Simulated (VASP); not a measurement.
# CsI (Pm-3m) in VASP: settings compared, part 2 of 2

VASP 6.6.1. Earlier steps stand in the parts before.

## 3. Relaxation of cell and atoms, r2SCAN

This run uses another cell than the first one, of 50.78 Å³/atom.

Input file POSCAR:

```
CsI
1.0
    4.6655043872      0.0000000000      0.0000000000
    0.0000000000      4.6655043872      0.0000000000
    0.0000000000      0.0000000000      4.6655043872
Cs I
1 1
Direct
    0.0000000000      0.0000000000      0.0000000000
    0.5000000000      0.5000000000      0.5000000000
```

Input file INCAR.step1:

```
SYSTEM = CsI
  ALGO = Normal
  EDIFF = 1E-5
  EDIFFG = -0.005
  ENCUT = 550
  GGA = PE
  GGA_COMPAT = .FALSE.
  IBRION = 2
  ISIF = 3
  ISMEAR = -1
  LASPH = .TRUE.
  LCHARG = .FALSE.
  LREAL = .FALSE.
  LWAVE = .TRUE.
  NELM = 120
  NELMIN = 4
  NSW = 100
  PREC = Accurate
  SIGMA = 0.02
```

Input file INCAR.step2:

```
SYSTEM = CsI
  ALGO = Normal
  EDIFF = 1E-7
  EDIFFG = -0.005
  ENCUT = 550
  GGA_COMPAT = .FALSE.
  IBRION = 2
  ISIF = 3
  ISMEAR = -1
  ISTART = 1
  LASPH = .TRUE.
  LCHARG = .FALSE.
  LMIXTAU = .TRUE.
  LREAL = .FALSE.
  LWAVE = .FALSE.
  METAGGA = R2SCAN
  NELM = 120
  NELMIN = 4
  NSW = 80
  PREC = Accurate
  SIGMA = 0.02
```

Input file KPOINTS:

```
k-points
0
G
  6 6 6
  0 0 0
```

Potentials or basis: VASP PAW PBE potentials, release 64 (Cs_sv, I).

Command:

```bash
$ cat potpaw_PBE.64/Cs_sv/POTCAR potpaw_PBE.64/I/POTCAR > POTCAR
$ cp INCAR.step1 INCAR
$ mpirun -np 1 vasp_std > vasp.out
$ cp INCAR.step2 INCAR
$ mpirun -np 1 vasp_std > vasp.out
```

OUTCAR:

```text
SYSTEM = CsI
   EDIFF = 1E-7
   EDIFFG = -0.005
   ENCUT = 550
   IBRION = 2
   ISIF = 3
   ISMEAR = -1
   ISTART = 1
   LASPH = .TRUE.
   LREAL = .FALSE.
   METAGGA = R2SCAN
   NELM = 120
   NELMIN = 4
   NSW = 80
   PREC = Accurate

 ion  position               nearest neighbor table
   1  0.000  0.000  0.000-
   2  0.500  0.500  0.500-

  LATTYP: Found a simple cubic cell.
 ALAT       =     4.6655043872

  Lattice vectors:

 A1 = (   4.6655043872,   0.0000000000,   0.0000000000)
 A2 = (   0.0000000000,   4.6655043872,   0.0000000000)
 A3 = (   0.0000000000,   0.0000000000,   4.6655043872)

Analysis of symmetry for initial positions (statically):
=====================================================================
 Subroutine PRICEL returns:
 Original cell was already a primitive cell.

 Routine SETGRP: Setting up the symmetry group for a
 simple cubic supercell.

 Subroutine GETGRP returns: Found 48 space group operations
 (whereof 48 operations were pure point group operations)
 out of a pool of 48 trial point group operations.

The static configuration has the point symmetry O_h .

Analysis of symmetry for dynamics (positions and initial velocities):
=====================================================================
 Subroutine PRICEL returns:
 Original cell was already a primitive cell.

 Routine SETGRP: Setting up the symmetry group for a
 simple cubic supercell.

 Subroutine GETGRP returns: Found 48 space group operations
 (whereof 48 operations were pure point group operations)
 out of a pool of 48 trial point group operations.

The dynamic configuration has the point symmetry O_h .

 Subroutine INISYM returns: Found 48 space group operations
 (whereof 48 operations are pure point group operations),
 and found     1 'primitive' translations

----------------------------------------------------------------------------------------

                                     Primitive cell

  volume of cell :     101.5537

  direct lattice vectors                    reciprocal lattice vectors
     4.665504387  0.000000000  0.000000000     0.214339098  0.000000000  0.000000000
     0.000000000  4.665504387  0.000000000     0.000000000  0.214339098  0.000000000
     0.000000000  0.000000000  4.665504387     0.000000000  0.000000000  0.214339098

  length of vectors
     4.665504387  4.665504387  4.665504387     0.214339098  0.214339098  0.214339098

  position of ions in fractional coordinates (direct lattice)
     0.000000000  0.000000000  0.000000000
     0.500000000  0.500000000  0.500000000

  ion indices of the primitive-cell ions
   primitive index   ion index
                 1           1
                 2           2

----------------------------------------------------------------------------------------

 KPOINTS: k-points

Automatic generation of k-mesh.
 Grid dimensions read from file:
 generate k-points for:    6    6    6

 Generating k-lattice:

  Cartesian coordinates                     Fractional coordinates (reciprocal lattice)
     0.035723183  0.000000000  0.000000000     0.166666667  0.000000000  0.000000000
     0.000000000  0.035723183  0.000000000     0.000000000  0.166666667  0.000000000
     0.000000000  0.000000000  0.035723183     0.000000000  0.000000000  0.166666667

  Length of vectors
     0.035723183  0.035723183  0.035723183

  Shift w.r.t. Gamma in fractional coordinates (k-lattice)
     0.000000000  0.000000000  0.000000000

 Subroutine IBZKPT returns following result:
 ===========================================

 Found     20 irreducible k-points:

 Following reciprocal coordinates:
            Coordinates               Weight
  0.000000  0.000000  0.000000      1.000000
  0.166667  0.000000  0.000000      6.000000
  0.333333  0.000000  0.000000      6.000000
  0.500000  0.000000  0.000000      3.000000
  0.166667  0.166667  0.000000     12.000000
  0.333333  0.166667  0.000000     24.000000
[... 12 lines left out ...]
  0.500000  0.500000  0.333333      6.000000
  0.500000  0.500000  0.500000      1.000000
   k-points           NKPTS =     20   k-points in BZ     NKDIM =     20   number of bands    NBANDS=     12
   number of dos      NEDOS =    301   number of ions     NIONS =      2
   total plane-waves  NPLWV =  46656
   dimension x,y,z NGX =    36 NGY =   36 NGZ =   36
   dimension x,y,z NGXF=    72 NGYF=   72 NGZF=   72
   ions per type =               1   1
   NGX,Y,Z   is equivalent  to a cutoff of  12.83, 12.83, 12.83 a.u.
   NGXF,Y,Z  is equivalent  to a cutoff of  25.66, 25.66, 25.66 a.u.
 SYSTEM =  CsI
   PREC   = accura    normal or accurate (medium, high low for compatibility)
   ISTART =      1    job   : 0-new  1-cont  2-samecut
   ICHARG =      0    charge: 1-file 2-atom 10-const
   ISPIN  =      1    spin polarized calculation?
   LNONCOLLINEAR =      F non collinear calculations
   LSORBIT =      F    spin-orbit coupling
   LASPH  =      T    aspherical Exc in radial PAW
   ENCUT  =  550.0 eV  40.42 Ry    6.36 a.u.   8.92  8.92  8.92*2*pi/ulx,y,z
   NELM   =    120;   NELMIN=  4; NELMDL=  0     # of ELM steps
   EDIFF  = 0.1E-06   stopping-criterion for ELM
   LREAL  =      F    real-space projection
   EDIFFG = -.5E-02   stopping-criterion for IOM
   NSW    =     80    number of steps for IOM
   IBRION =      2    ionic relax: 0-MD 1-quasi-New 2-CG
   NFREE  =      1    steps in history (QN), initial steepest desc. (CG)
   ISIF   =      3    stress and relaxation
   ISYM   =      2    0-nonsym 1-usesym 2-fastsym
   POTIM  = 0.5000    time-step for ionic-motion
   TEBEG  =    0.0;   TEEND  =   0.0 temperature during run
   PSTRESS=    0.0 pullay stress
   NELECT =      16.0000    total number of electrons
   NUPDOWN=      -1.0000    fix difference up-down
   EMIN   =  10.00;   EMAX   =-10.00  energy-range for DOS
   EFERMI =   0.00;   METHOD = LEGACY
   ISMEAR =    -1;   SIGMA  =   0.02  broadening in eV -4-tet -1-fermi 0-gaus
   EFERMI_NEDOS =   21; number of points for ismear=-14 and -15
   IALGO  =     38    algorithm
   IMIX   =      4    mixing-type and parameters
     AMIX     =   0.40;   BMIX     =  1.00
     AMIX_MAG =   1.60;   BMIX_MAG =  1.00
  volume/ion in A,a.u.               =      50.78       342.66
  Fermi-wavevector in a.u.,A,eV,Ry     =   0.884198  1.670892 10.637119  0.781806
  Thomas-Fermi vector in A             =   2.005066
   LORBIT       =      0    0 simple, 1 ext, 2 COOP (PROOUT), +10 PAW based schemes
   METAGGA = R2SCAN    functional components
   LHFCALC =     F    Hartree Fock is set to
   AEXX    =    0.0000 exact exchange contribution
   IVDW    =     0    specifies the selected vdW correction
   LEPSILON=     F    determine dielectric tensor
   LRPA    =     F    only Hartree local field effects (RPA)
 conjugate gradient relaxation of ions
 non-spin polarized calculation
  energy-cutoff  :      550.00
  volume of cell :      101.55
 maximum number of plane-waves:      3016
 NGX is ok and might be reduce to    36
   NGX = 17   NGY = 17   NGZ = 17

--------------------------------------- Ionic step        1  -------------------------------------------

 number of electron      15.9999999 magnetization

 Free energy of the ion-electron system (eV)
  ---------------------------------------------------
  ext. energy  EPLUGINS =         0.00000000
  ---------------------------------------------------
  free energy    TOTEN  =       -53.12237026 eV

  energy without entropy =      -53.12237026  energy(sigma->0) =      -53.12237026

------------------------ aborting loop because EDIFF is reached ----------------------------------------

  FORCE on cell =-STRESS in cart. coord.  units (eV):
  Direction    XX          YY          ZZ          XY          YZ          ZX
  --------------------------------------------------------------------------------------
  -------------------------------------------------------------------------------------
  Total       -0.2287938     -0.2287938     -0.2287938      0.0000000      0.0000000      0.0000000
  in kB       -3.6095997     -3.6095997     -3.6095997      0.0000000      0.0000000      0.0000000
  external PRESSURE =      -3.6095997 kB  Pullay stress =       0.0000000 kB
[... 93 lines left out ...]
  energy  without entropy=      -53.1262111461  energy(sigma->0) =      -53.12621115

--------------------------------------- Ionic step        4  -------------------------------------------

 number of electron      16.0000002 magnetization

 Free energy of the ion-electron system (eV)
  ---------------------------------------------------
  ext. energy  EPLUGINS =         0.00000000
  ---------------------------------------------------
  free energy    TOTEN  =       -53.12623793 eV

  energy without entropy =      -53.12623793  energy(sigma->0) =      -53.12623793

 E-fermi :   0.8053     XC(G=0):  -7.9809

 val. band max:        0.3257047875   @ k =   0.5000   0.5000   0.0000
 cond. band min:       4.8089832577   @ k =   0.0000   0.0000   0.0000
 fundamental gap:      4.4832784702
 Fermi energy:         0.8053203709

 k-point     1 :       0.0000    0.0000    0.0000
  band No.  band energies     occupation
      1     -20.6761      2.00000
      2     -10.5916      2.00000
      3      -7.0077      2.00000
      4      -7.0077      2.00000
      5      -7.0077      2.00000
      6       0.2330      2.00000
      7       0.2330      2.00000
      8       0.2330      2.00000
      9       4.8090      0.00000
     10       4.9833      0.00000
     11       4.9833      0.00000
     12       8.6615      0.00000
[... 312 lines left out ...]
  FREE ENERGIE OF THE ION-ELECTRON SYSTEM (eV)
  ---------------------------------------------------
  free  energy   TOTEN  =       -53.1262379286 eV

  energy  without entropy=      -53.1262379286  energy(sigma->0) =      -53.12623793

 reached required accuracy - stopping structural energy minimisation
```

It took 3.1 min on 1 thread of Intel Xeon 6975P-C (Granite Rapids), shared host; peak memory 0.23 GiB.

Results:

| Quantity | Value |
| --- | --- |
| Free energy | -53.1262 eV |
| Relaxed volume | 49.15 Å³/atom |
| Relaxed cell | a = 4.615 Å, b = 4.615 Å, c = 4.615 Å, α = 90.00°, β = 90.00°, γ = 90.00° |
| Space group after relaxing (to 0.1 Å) | Pm-3m (No. 221) |
| Energy gained by relaxing | 1.9 meV/atom |
| Ionic steps | 4 |
| Pressure after relaxing | 0.0 GPa |
| Band gap on the k mesh | 4.48 eV (least direct gap 4.58 eV) |

Step by step:
```tsv
step	energy change (eV)	largest force (eV/Å)	pressure (GPa)	volume (Å³)
1	0.0000	0.0000	-0.36	101.55
2	-0.0029	0.0000	-0.19	99.88
3	-0.0038	0.0000	-0.03	98.54
4	-0.0039	0.0000	0.00	98.29
```

Final structure:
```cif
data_structure
_symmetry_space_group_name_H-M 'P 1'
_symmetry_Int_Tables_number 1
_cell_length_a 4.6150
_cell_length_b 4.6150
_cell_length_c 4.6150
_cell_angle_alpha 90.000
_cell_angle_beta 90.000
_cell_angle_gamma 90.000
_cell_volume 98.29
loop_
_atom_site_label
_atom_site_type_symbol
_atom_site_fract_x
_atom_site_fract_y
_atom_site_fract_z
_atom_site_occupancy
Cs1 Cs 0.00000 0.00000 0.00000 1
I1 I 0.50000 0.50000 0.50000 1
```

Caveat: the PAW data sets were made with another functional, which shifts forces and pressure a little; spin-orbit coupling is left out, which moves the levels of the heavy elements. A k mesh can miss the band edges.

## 4. Single point, PBE, non-collinear spin, zero start, spin-orbit coupling

Input file INCAR:

```
PREC = Accurate
ENCUT = 500
EDIFF = 1E-6
ISMEAR = 0
SIGMA = 0.01
LREAL = F
LASPH = T
NELM = 200
ALGO = Normal
ISIF = 2
LWAVE = F
LCHARG = F
LNONCOLLINEAR = T
MAGMOM = 0 0 0 0 0 0
LORBIT = 11
LSORBIT = T
GGA_COMPAT = F
LORBMOM = T
GGA = PE
NBANDS = 28
```

Input file KPOINTS:

```
Automatic mesh
0
Gamma
  6 6 6
```

Input file POSCAR:

```
CsI
1.0
    4.6081396334      0.0000000000      0.0000000000
    0.0000000000      4.6081396334      0.0000000000
    0.0000000000      0.0000000000      4.6081396334
Cs I
1 1
Direct
    0.0000000000      0.0000000000      0.0000000000
    0.5000000000      0.5000000000      0.5000000000
```

Command:

```bash
$ cat potpaw_PBE.64/Cs_sv/POTCAR potpaw_PBE.64/I/POTCAR > POTCAR
$ mpirun -np 1 vasp_ncl > vasp.out
```

It took 81 s on 1 thread of Intel Xeon 6975P-C (Granite Rapids), shared host; peak memory 0.4 GiB.

The run converged. Its results:

```
Free energy                                           : -5.7253 eV
Pressure                                              : 0.4 GPa
Net moment                                            : 0.00 μB per cell
Valence electrons inside the program's atomic spheres : Cs 6.57; I 4.33
```

Moments on the atoms (μB; x, y, z):
```
Cs  0.00 0.00 0.00
I   0.00 0.00 0.00
```

## 5. The runs side by side

```tsv
task	level	spin	cell	cutoff (eV)	smearing	gap on the mesh (eV)	pressure (GPa)
single point	r2SCAN	off	a = 4.608 Å, 2 atoms	550	fermi-dirac 0.02 eV	4.50	0.1
relaxation of cell and atoms	r2SCAN	off	relaxed from a = 4.666 Å, 2 atoms	550	fermi-dirac 0.02 eV	4.48	0.0
single point	PBE	non-collinear, zero start, SOC	a = 4.608 Å, 2 atoms	500	gaussian 0.01 eV	-	0.4
```

Alike in all rows: potentials or basis VASP PAW PBE potentials, release 64 (Cs_sv, I); k mesh 6 × 6 × 6.

Caveats: the PAW data sets were made with another functional, which shifts forces and pressure a little (at least some runs); spin-orbit coupling is left out, which moves the levels of the heavy elements (at least some runs).

Total energies depend on the potentials used, so only differences within one code and one set of settings carry meaning.
